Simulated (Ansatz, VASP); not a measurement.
ScAl3N4 in VASP and in Ansatz

```
CELL_PARAMETERS angstrom
4.50518 0.00000 0.00000
0.00000 4.50518 0.00000
0.00000 0.00000 4.50518
ATOMIC_POSITIONS crystal
Sc 0.00000 0.00000 0.00000
Al 0.50000 0.00000 0.50000
Al 0.00000 0.50000 0.50000
Al 0.50000 0.50000 0.00000
N 0.76000 0.24000 0.76000
N 0.24000 0.76000 0.76000
N 0.24000 0.24000 0.24000
N 0.76000 0.76000 0.24000
```

Alike in both runs: task relaxation of cell and atoms; functional PBE; k mesh 3 × 3 × 3; occupations gaussian, width 0.15 eV; no spin polarisation.

```csv
,VASP,Ansatz
version,VASP 6.6.1,Ansatz 0.2.0
potentials or method,"VASP PAW PBE potentials, release 64 (Sc_sv, Al, N), cutoff 600 eV","scalar-relativistic, plane waves, PAW"
valence electrons in the cell,40,40
```

```csv
,VASP,Ansatz,Ansatz less VASP
"gap on the k mesh at the Fermi level, each at its own relaxed structure (eV)",3.37,3.37,+0.006
relaxed volume (Å³/atom),11.60,11.65,+0.048
relaxed cell length with the largest relative difference (Å),4.528,4.534,+0.0063
```

The k mesh is coarse, so the values compare programs but aren't converged.
